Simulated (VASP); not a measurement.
# In3Se (Pm-3m) in VASP: further runs

In3Se is run at these levels: PBE+D3(BJ), PBE+D4; tasks: single point.

Program: VASP 6.6.1. These are calculated values, not measurements. Logs are shortened: lines on timing, memory, paths and dates and some standing lists are left out, and cuts for length are marked.

### Step 1. The cell of the first run

Symmetry: Pm-3m, No. 221, cubic system. Conventional cell: a = 4.701 Å, b = 4.701 Å, c = 4.701 Å, α = 90.00°, β = 90.00°, γ = 90.00°. In (site symmetry 4/mmm) has 8 In at 3.32 Å and 4 Se at 3.32 Å within 4.4 Å. Se (site symmetry m-3m) has 12 In at 3.32 Å within 4.4 Å.

### Step 2. Single point, PBE+D3(BJ)

INCAR

```
SYSTEM = In3Se
  PREC = Accurate
  ENCUT = 520
  EDIFF = 1E-6
  ISMEAR = 0
  SIGMA = 0.1
  LREAL = .FALSE.
  LASPH = .TRUE.
  NELM = 80
  ALGO = Normal
  ISIF = 2
  LWAVE = .FALSE.
  LCHARG = .TRUE.
  GGA = PE
  IVDW = 12
  LELF = .TRUE.
  LVHAR = .TRUE.
  NBANDS = 30
```

KPOINTS

```
regular mesh
0
G
  10 10 10
  0 0 0
```

POSCAR

```
In3Se
1.0
    4.7008970554      0.0000000000      0.0000000000
    0.0000000000      4.7008970554      0.0000000000
    0.0000000000      0.0000000000      4.7008970554
In Se
3 1
Direct
    0.0000000000      0.5000000000      0.5000000000
    0.5000000000      0.0000000000      0.5000000000
    0.5000000000      0.5000000000      0.0000000000
    0.0000000000      0.0000000000      0.0000000000
```

Potentials or basis: VASP PAW PBE potentials, release 64 (In_d, Se).

Command:

```bash
$ cat potpaw_PBE.64/In_d/POTCAR potpaw_PBE.64/Se/POTCAR > POTCAR
$ mpirun -np 1 vasp_std > vasp.out
```

OUTCAR:

```text
SYSTEM = In3Se
   PREC = Accurate
   ENCUT = 520
   EDIFF = 1E-6
   ISMEAR = 0
   LREAL = .FALSE.
   LASPH = .TRUE.
   NELM = 80
   ISIF = 2
   GGA = PE
   IVDW = 12
 IVDW          = 12

 ion  position               nearest neighbor table
   1  0.000  0.500  0.500-   2 3.32   3 3.32   4 3.32   3 3.32   4 3.32   2 3.32   4 3.32   4 3.32
                             2 3.32   3 3.32   3 3.32   2 3.32
   2  0.500  0.000  0.500-   1 3.32   3 3.32   4 3.32   3 3.32   4 3.32   1 3.32   3 3.32   3 3.32
                             1 3.32   4 3.32   4 3.32   1 3.32
   3  0.500  0.500  0.000-   1 3.32   2 3.32   4 3.32   1 3.32   2 3.32   2 3.32   4 3.32   2 3.32
                             1 3.32   4 3.32   1 3.32   4 3.32
   4  0.000  0.000  0.000-   1 3.32   2 3.32   3 3.32   1 3.32   2 3.32   1 3.32   3 3.32   1 3.32
                             2 3.32   3 3.32   2 3.32   3 3.32

  LATTYP: Found a simple cubic cell.
 ALAT       =     4.7008970554

  Lattice vectors:

 A1 = (   4.7008970554,   0.0000000000,   0.0000000000)
 A2 = (   0.0000000000,   4.7008970554,   0.0000000000)
 A3 = (   0.0000000000,   0.0000000000,   4.7008970554)

Analysis of symmetry for initial positions (statically):
=====================================================================
 Subroutine PRICEL returns:
 Original cell was already a primitive cell.

 Routine SETGRP: Setting up the symmetry group for a
 simple cubic supercell.

 Subroutine GETGRP returns: Found 48 space group operations
 (whereof 48 operations were pure point group operations)
 out of a pool of 48 trial point group operations.

The static configuration has the point symmetry O_h .

Analysis of symmetry for dynamics (positions and initial velocities):
=====================================================================
 Subroutine PRICEL returns:
 Original cell was already a primitive cell.

 Routine SETGRP: Setting up the symmetry group for a
 simple cubic supercell.

 Subroutine GETGRP returns: Found 48 space group operations
 (whereof 48 operations were pure point group operations)
 out of a pool of 48 trial point group operations.

The dynamic configuration has the point symmetry O_h .

 Subroutine INISYM returns: Found 48 space group operations
 (whereof 48 operations are pure point group operations),
 and found     1 'primitive' translations

----------------------------------------------------------------------------------------

                                     Primitive cell

  volume of cell :     103.8825

  direct lattice vectors                    reciprocal lattice vectors
     4.700897055  0.000000000  0.000000000     0.212725356  0.000000000  0.000000000
     0.000000000  4.700897055  0.000000000     0.000000000  0.212725356  0.000000000
     0.000000000  0.000000000  4.700897055     0.000000000  0.000000000  0.212725356

  length of vectors
     4.700897055  4.700897055  4.700897055     0.212725356  0.212725356  0.212725356

  position of ions in fractional coordinates (direct lattice)
     0.000000000  0.500000000  0.500000000
     0.500000000  0.000000000  0.500000000
     0.500000000  0.500000000  0.000000000
     0.000000000  0.000000000  0.000000000

  ion indices of the primitive-cell ions
   primitive index   ion index
                 1           1
                 2           2
                 3           3
                 4           4

----------------------------------------------------------------------------------------

 KPOINTS: regular mesh

Automatic generation of k-mesh.
 Grid dimensions read from file:
 generate k-points for:   10   10   10

 Generating k-lattice:

  Cartesian coordinates                     Fractional coordinates (reciprocal lattice)
     0.021272536  0.000000000  0.000000000     0.100000000  0.000000000  0.000000000
     0.000000000  0.021272536  0.000000000     0.000000000  0.100000000  0.000000000
     0.000000000  0.000000000  0.021272536     0.000000000  0.000000000  0.100000000

  Length of vectors
     0.021272536  0.021272536  0.021272536

  Shift w.r.t. Gamma in fractional coordinates (k-lattice)
     0.000000000  0.000000000  0.000000000

 Subroutine IBZKPT returns following result:
 ===========================================

 Found     56 irreducible k-points:

 Following reciprocal coordinates:
            Coordinates               Weight
  0.000000  0.000000  0.000000      1.000000
  0.100000  0.000000  0.000000      6.000000
  0.200000  0.000000  0.000000      6.000000
  0.300000  0.000000  0.000000      6.000000
  0.400000  0.000000  0.000000      6.000000
  0.500000  0.000000  0.000000      3.000000
[... 16 lines left out ...]
  0.200000  0.100000  0.100000     24.000000
  0.300000  0.100000  0.100000     24.000000
 [... further k-points ...]
   k-points           NKPTS =     56   k-points in BZ     NKDIM =     56   number of bands    NBANDS=     30
   number of dos      NEDOS =    301   number of ions     NIONS =      4
   total plane-waves  NPLWV =  46656
   dimension x,y,z NGX =    36 NGY =   36 NGZ =   36
   dimension x,y,z NGXF=    72 NGYF=   72 NGZF=   72
   ions per type =               3   1
   NGX,Y,Z   is equivalent  to a cutoff of  12.73, 12.73, 12.73 a.u.
   NGXF,Y,Z  is equivalent  to a cutoff of  25.46, 25.46, 25.46 a.u.
 SYSTEM =  In3Se
   PREC   = accura    normal or accurate (medium, high low for compatibility)
   ISTART =      0    job   : 0-new  1-cont  2-samecut
   ICHARG =      2    charge: 1-file 2-atom 10-const
   ISPIN  =      1    spin polarized calculation?
   LNONCOLLINEAR =      F non collinear calculations
   LSORBIT =      F    spin-orbit coupling
   LASPH  =      T    aspherical Exc in radial PAW
   ENCUT  =  520.0 eV  38.22 Ry    6.18 a.u.   8.74  8.74  8.74*2*pi/ulx,y,z
   NELM   =     80;   NELMIN=  2; NELMDL= -5     # of ELM steps
   EDIFF  = 0.1E-05   stopping-criterion for ELM
   LREAL  =      F    real-space projection
   EDIFFG = 0.1E-04   stopping-criterion for IOM
   NSW    =      0    number of steps for IOM
   IBRION =     -1    ionic relax: 0-MD 1-quasi-New 2-CG
   NFREE  =      0    steps in history (QN), initial steepest desc. (CG)
   ISIF   =      2    stress and relaxation
   ISYM   =      2    0-nonsym 1-usesym 2-fastsym
   POTIM  = 0.5000    time-step for ionic-motion
   TEBEG  =    0.0;   TEEND  =   0.0 temperature during run
   PSTRESS=    0.0 pullay stress
   NELECT =      45.0000    total number of electrons
   NUPDOWN=      -1.0000    fix difference up-down
   EMIN   =  10.00;   EMAX   =-10.00  energy-range for DOS
   EFERMI =   0.00;   METHOD = LEGACY
   ISMEAR =     0;   SIGMA  =   0.10  broadening in eV -4-tet -1-fermi 0-gaus
   EFERMI_NEDOS =   21; number of points for ismear=-14 and -15
   IALGO  =     38    algorithm
   IMIX   =      4    mixing-type and parameters
     AMIX     =   0.40;   BMIX     =  1.00
     AMIX_MAG =   1.60;   BMIX_MAG =  1.00
  volume/ion in A,a.u.               =      25.97       175.26
  Fermi-wavevector in a.u.,A,eV,Ry     =   1.238697  2.340797 20.876360  1.534369
  Thomas-Fermi vector in A             =   2.373211
   LORBIT       =      0    0 simple, 1 ext, 2 COOP (PROOUT), +10 PAW based schemes
   GGA     = PE    functional components
   LHFCALC =     F    Hartree Fock is set to
   AEXX    =    0.0000 exact exchange contribution
   IVDW    =    12    specifies the selected vdW correction
   LEPSILON=     F    determine dielectric tensor
   LRPA    =     F    only Hartree local field effects (RPA)
 non-spin polarized calculation
 Gauss-broadening in eV      SIGMA  =   0.10
  energy-cutoff  :      520.00
  volume of cell :      103.88
 maximum number of plane-waves:      2826
 NGX is ok and might be reduce to    36
   NGX = 17   NGY = 17   NGZ = 17

 number of electron      45.0000010 magnetization

 Free energy of the ion-electron system (eV)
  ---------------------------------------------------
  ext. energy  EPLUGINS =         0.00000000
  ---------------------------------------------------
  free energy    TOTEN  =       -11.64640286 eV

  energy without entropy =      -11.63700823  energy(sigma->0) =      -11.64170554

 E-fermi :   6.6141     XC(G=0): -10.0429

 val. band max:        6.6067935793   @ k =   0.5000   0.4000   0.0000
 cond. band min:       6.6288836652   @ k =   0.4000   0.3000   0.1000
 fundamental gap:      0.0220900859
 Fermi energy:         6.6140549424

 k-point     1 :       0.0000    0.0000    0.0000
  band No.  band energies     occupation
      1      -8.2294      2.00000
      2      -8.2098      2.00000
      3      -8.2098      2.00000
      4      -8.2098      2.00000
      5      -8.0717      2.00000
      6      -8.0717      2.00000
[... 22 lines left out ...]
     29      12.0896      0.00000
     30      13.6312      0.00000

 k-point     2 :       0.1000    0.0000    0.0000
  band No.  band energies     occupation
      1      -8.2188      2.00000
      2      -8.2078      2.00000
      3      -8.1993      2.00000
      4      -8.1993      2.00000
      5      -8.0703      2.00000
      6      -8.0646      2.00000
[... 22 lines left out ...]
     29      12.3743      0.00000
     30      13.6750      0.00000

 k-point     3 :       0.2000    0.0000    0.0000
  band No.  band energies     occupation
      1      -8.2025      2.00000
      2      -8.1888      2.00000
      3      -8.1688      2.00000
      4      -8.1688      2.00000
      5      -8.0665      2.00000
      6      -8.0445      2.00000
[... 22 lines left out ...]
     29      13.0169      0.00000
     30      13.8043      0.00000

 k-point     4 :       0.3000    0.0000    0.0000
  band No.  band energies     occupation
      1      -8.1957      2.00000
      2      -8.1450      2.00000
      3      -8.1208      2.00000
      4      -8.1208      2.00000
      5      -8.0608      2.00000
      6      -8.0151      2.00000
[... 616 lines left out ...]
     29      12.6797      0.00000
     30      13.5321      0.00000

 k-point    23 :       0.2000    0.1000    0.1000
  band No.  band energies     occupation
      1      -8.1926      2.00000
      2      -8.1732      2.00000
      3      -8.1589      2.00000
      4      -8.1511      2.00000
      5      -8.0542      2.00000
      6      -8.0368      2.00000
[... 22 lines left out ...]
     29      12.5625      0.00000
     30      13.2243      0.00000

 k-point    24 :       0.3000    0.1000    0.1000
  band No.  band energies     occupation
      1      -8.1807      2.00000
      2      -8.1425      2.00000
      3      -8.1177      2.00000
      4      -8.1026      2.00000
      5      -8.0487      2.00000
      6      -8.0057      2.00000
[... 22 lines left out ...]
     29      11.7173      0.00000
     30      13.7826      0.00000

 [... further k-points ...]

------------------------ aborting loop because EDIFF is reached ----------------------------------------

 Edisp (eV)   -1.35987

 E8    (eV) :    -0.6499

  FORCE on cell =-STRESS in cart. coord.  units (eV):
  Direction    XX          YY          ZZ          XY          YZ          ZX
  --------------------------------------------------------------------------------------
  -------------------------------------------------------------------------------------
  Total       0.01177     0.01177     0.01177     0.00000    -0.00000     0.00000
  in kB       0.18150     0.18150     0.18150     0.00000    -0.00000     0.00000
  external pressure =        0.18 kB  Pullay stress =        0.00 kB

 VOLUME and BASIS-vectors are now :
 -----------------------------------------------------------------------------
  energy-cutoff  :      520.00
  volume of cell :      103.88
      direct lattice vectors                 reciprocal lattice vectors
     4.700897055  0.000000000  0.000000000     0.212725356  0.000000000  0.000000000
     0.000000000  4.700897055  0.000000000     0.000000000  0.212725356  0.000000000
     0.000000000  0.000000000  4.700897055     0.000000000  0.000000000  0.212725356

 POSITION                                       TOTAL-FORCE (eV/Angst)
 -----------------------------------------------------------------------------------
      0.00000      2.35045      2.35045         0.000000      0.000000      0.000000
      2.35045      0.00000      2.35045         0.000000      0.000000      0.000000
      2.35045      2.35045      0.00000         0.000000      0.000000      0.000000
      0.00000      0.00000      0.00000         0.000000      0.000000      0.000000
 -----------------------------------------------------------------------------------
    total drift:                                0.000000      0.000000      0.000000

  FREE ENERGIE OF THE ION-ELECTRON SYSTEM (eV)
  ---------------------------------------------------
  free  energy   TOTEN  =       -13.0062698642 eV

  energy  without entropy=      -12.9968752365  energy(sigma->0) =      -13.00157255
```

Run time: 70 s. Hardware: 1 thread of AMD EPYC 9R45 (Zen 5), shared host; peak memory 0.27 GiB.

What came out:

```yaml
Free_energy: -13.0063 eV
Pressure: 0.0 GPa
Band_gap_on_the_k_mesh: zero (an odd number of electrons rules out a gap without spin polarisation)
Dispersion_energy_per_atom: -0.340 eV
```

Caveat: spin-orbit coupling is left out, which moves the levels of the heavy elements.

### Step 3. Single point, PBE+D4

INCAR

```
SYSTEM = In3Se
PREC = Accurate ; ENCUT = 520
EDIFF = 1E-6 ; ISMEAR = 0
SIGMA = 0.1 ; LREAL = .FALSE.
LASPH = .TRUE. ; NELM = 100
ALGO = Normal ; ISIF = 2
LWAVE = .FALSE. ; LCHARG = .FALSE.
GGA = PE ; IVDW = 13
NBANDS = 30
```

KPOINTS

```
Automatic mesh
0
G
  10 10 10
  0 0 0
```

POSCAR

```
In3Se
1.0
    4.7004878776      0.0000000000      0.0000000000
    0.0000000000      4.7004878776      0.0000000000
    0.0000000000      0.0000000000      4.7004878776
In Se
3 1
Direct
    0.0000000000      0.5000000000      0.5000000000
    0.5000000000      0.0000000000      0.5000000000
    0.5000000000      0.5000000000      0.0000000000
    0.0000000000      0.0000000000      0.0000000000
```

Potentials or basis: VASP PAW PBE potentials, release 64 (In_d, Se).

Command:

```bash
$ cat potpaw_PBE.64/In_d/POTCAR potpaw_PBE.64/Se/POTCAR > POTCAR
$ mpirun -np 1 vasp_std > vasp.out
```

OUTCAR:

```text
SYSTEM = In3Se
   PREC = Accurate
   ENCUT = 520
   EDIFF = 1E-6
   ISMEAR = 0
   LREAL = .FALSE.
   LASPH = .TRUE.
   NELM = 100
   ISIF = 2
   GGA = PE
   IVDW = 13

 ion  position               nearest neighbor table
   1  0.000  0.500  0.500-   2 3.32   3 3.32   4 3.32   3 3.32   4 3.32   2 3.32   4 3.32   4 3.32
                             2 3.32   3 3.32   3 3.32   2 3.32
   2  0.500  0.000  0.500-   1 3.32   3 3.32   4 3.32   3 3.32   4 3.32   1 3.32   3 3.32   3 3.32
                             1 3.32   4 3.32   4 3.32   1 3.32
   3  0.500  0.500  0.000-   1 3.32   2 3.32   4 3.32   1 3.32   2 3.32   2 3.32   4 3.32   2 3.32
                             1 3.32   4 3.32   1 3.32   4 3.32
   4  0.000  0.000  0.000-   1 3.32   2 3.32   3 3.32   1 3.32   2 3.32   1 3.32   3 3.32   1 3.32
[... 1000 lines left out ...]
  -------------------------------------------------------------------------------------
  Total       0.01075     0.01075     0.01075     0.00000    -0.00000     0.00000
  in kB       0.16579     0.16579     0.16579     0.00000    -0.00000     0.00000
  external pressure =        0.17 kB  Pullay stress =        0.00 kB

 VOLUME and BASIS-vectors are now :
 -----------------------------------------------------------------------------
  energy-cutoff  :      520.00
  volume of cell :      103.86
      direct lattice vectors                 reciprocal lattice vectors
     4.700487878  0.000000000  0.000000000     0.212743874  0.000000000  0.000000000
     0.000000000  4.700487878  0.000000000     0.000000000  0.212743874  0.000000000
     0.000000000  0.000000000  4.700487878     0.000000000  0.000000000  0.212743874

 POSITION                                       TOTAL-FORCE (eV/Angst)
 -----------------------------------------------------------------------------------
      0.00000      2.35024      2.35024         0.000000      0.000000      0.000000
      2.35024      0.00000      2.35024         0.000000      0.000000      0.000000
      2.35024      2.35024      0.00000         0.000000      0.000000      0.000000
      0.00000      0.00000      0.00000         0.000000      0.000000      0.000000
 -----------------------------------------------------------------------------------
    total drift:                                0.000000      0.000000      0.000000

  FREE ENERGIE OF THE ION-ELECTRON SYSTEM (eV)
  ---------------------------------------------------
  free  energy   TOTEN  =       -13.0973435765 eV

  energy  without entropy=      -13.0879483385  energy(sigma->0) =      -13.09264596
```

OSZICAR:

```text
N       E                     dE             d eps       ncg     rms          rms(c)
DAV:   1     0.409700530960E+03    0.40970E+03   -0.21469E+04  3360   0.193E+03
DAV:   2     0.304610904075E+02   -0.37924E+03   -0.37061E+03  3366   0.454E+02
DAV:   3    -0.100706775018E+02   -0.40532E+02   -0.39330E+02  4194   0.163E+02
DAV:   4    -0.118547937001E+02   -0.17841E+01   -0.17795E+01  3924   0.357E+01
DAV:   5    -0.119309263847E+02   -0.76133E-01   -0.76125E-01  4854   0.646E+00    0.453E+00
DAV:   6    -0.116524374635E+02    0.27849E+00   -0.84703E-01  5000   0.822E+00    0.261E+00
DAV:   7    -0.116499799916E+02    0.24575E-02   -0.14005E-01  4048   0.191E+00    0.103E+00
DAV:   8    -0.116465207754E+02    0.34592E-02   -0.12462E-02  4910   0.700E-01    0.246E-01
DAV:   9    -0.116460438001E+02    0.47698E-03   -0.35813E-03  4870   0.380E-01    0.115E-01
DAV:  10    -0.116460285981E+02    0.15202E-04   -0.44085E-04  4614   0.203E-01    0.379E-02
DAV:  11    -0.116460420216E+02   -0.13423E-04   -0.71084E-05  4032   0.447E-02    0.144E-02
DAV:  12    -0.116460399907E+02    0.20308E-05   -0.43519E-06  3764   0.176E-02    0.566E-03
DAV:  13    -0.116460398782E+02    0.11258E-06   -0.26407E-07  2364   0.464E-03
   1 F= -.13097344E+02 E0= -.13092646E+02  d E =-.939524E-02
```

It took 67 s on 1 thread of AMD EPYC 9R45 (Zen 5), shared host; peak memory 0.26 GiB.

Results:

* Free energy: -13.0973 eV
* Pressure: 0.0 GPa
* Band gap on the k mesh: zero (an odd number of electrons rules out a gap without spin polarisation)
* Dispersion energy per atom: -0.363 eV

Caveat: spin-orbit coupling is left out, which moves the levels of the heavy elements.
